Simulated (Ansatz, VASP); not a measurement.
Two plane-wave programs on Te2Mo

File INCAR:

```
SYSTEM = Te2Mo
PREC = Accurate ; ENCUT = 520
EDIFF = 1E-6 ; ISMEAR = 0
SIGMA = 0.1 ; LREAL = .False.
LASPH = .True. ; NELM = 80
ALGO = Normal ; ISIF = 2
LWAVE = .False. ; LCHARG = .True.
GGA = CA ; LELF = .True.
LVHAR = .True. ; NBANDS = 35
```

KPOINTS

```
Automatic mesh
0
Gamma
  4 4 1
  0 0 0
```

File POSCAR:

```
Te2Mo
1.0
    6.4143704427     -0.0186196383     -0.0358583084
   -0.0101867069      3.5084654527     -0.0070031604
   -0.2903639945     -0.0725410642     36.3603977472
Te Mo
4 2
Direct
    0.0670931569      0.7479765908      0.4422447393
    0.9271031869      0.2538941248      0.5568765676
    0.5694957808      0.2409766332      0.4587659540
    0.4205919255      0.7642716440      0.5399472164
    0.8225949430      0.7498917581      0.5019147383
    0.1747521581      0.2741959830      0.4976890355
```

Input for Ansatz:

```yaml
crystal:
  lattice:
    - [6.4143704427, -0.0186196383, -0.0358583084]
    - [-0.0101867069, 3.5084654527, -0.0070031604]
    - [-0.2903639945, -0.0725410642, 36.3603977472]
  atoms:
    - { symbol: Te, position: [0.0670931569, 0.7479765908, 0.4422447393] }
    - { symbol: Te, position: [0.9271031869, 0.2538941248, 0.5568765676] }
    - { symbol: Te, position: [0.5694957808, 0.2409766332, 0.458765954] }
    - { symbol: Te, position: [0.4205919255, 0.764271644, 0.5399472164] }
    - { symbol: Mo, position: [0.822594943, 0.7498917581, 0.5019147383] }
    - { symbol: Mo, position: [0.1747521581, 0.274195983, 0.4976890355] }
basis:
  ecutwfc: 420
kpoints:
  mp_grid: { grid: [4, 4, 1] }
hamiltonian:
  xc: lda
scf:
  occupations: { method: gaussian, width: 0.1 }
output:
  forces: true
  stress: true
  eigenvalues: true
```

Change from the starting cell: kmesh displaced: [4, 4, 1] Gamma-centred.

Alike in both runs: task single point; functional LDA; k mesh 4 × 4 × 1; occupations gaussian, width 0.1 eV; no spin polarisation.

|  | VASP | Ansatz |
| --- | --- | --- |
| version | VASP 6.6.1 | Ansatz 0.2.0 |
| potentials or method | VASP PAW LDA potentials, release 64 (Te, Mo_sv), cutoff 520 eV | scalar-relativistic, plane waves, PAW |
| valence electrons in the cell | 52 | 92 |

|  | VASP | Ansatz | Ansatz less VASP |
| --- | --- | --- | --- |
| gap on the k mesh at the Fermi level (eV) | 0.06 | 0.07 | +0.004 |
| least direct gap on the mesh (eV) | 0.46 | 0.47 | +0.010 |
| rms of the force components (eV/Å) | 0.500 | 0.509 | +0.0082 |

LDA's correlation is that of Perdew and Zunger in VASP and of Perdew and Wang (1992) in Ansatz. Atom by atom the forces differ by 0.021 eV/Å (rms over components). VASP's potentials hold 52 valence electrons a cell and Ansatz's 92, so a difference there can come from the potentials and not from the codes.

The k mesh is coarse, so the values compare programs but aren't converged. Spin-orbit coupling is off throughout.
